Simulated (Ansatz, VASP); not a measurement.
TiC in VASP and in Ansatz

```
Ti C
1.0
     0.00000    2.20670    2.20670
     2.20670    0.00000    2.20670
     2.20670    2.20670    0.00000
Ti C
1 1
Direct
  0.00000 0.00000 0.00000
  0.50000 0.50000 0.50000
```

Alike in both runs: functional r2SCAN; k mesh 13 × 13 × 13; occupations fermi-dirac, width 0.1 eV; no spin polarisation.

Ansatz relaxed the structure, and its values are those at the end. VASP's run is a single point on that final structure, the one shown.

```csv
,VASP,Ansatz
version,VASP 6.6.1,Ansatz 0.2.0
potentials or method,"VASP PAW PBE potentials, release 64 (Ti_sv, C), cutoff 520 eV",PAW plane waves
valence electrons in the cell,16,16
```

Ansatz gave:

* pressure (GPa): -13.6

Problem. What did VASP give for the same quantities?

Solution. Pressure (GPa): -12.9.

VASP's potentials were made for PBE, not for r2SCAN. Ansatz's warnings: stress scf threshold loose.
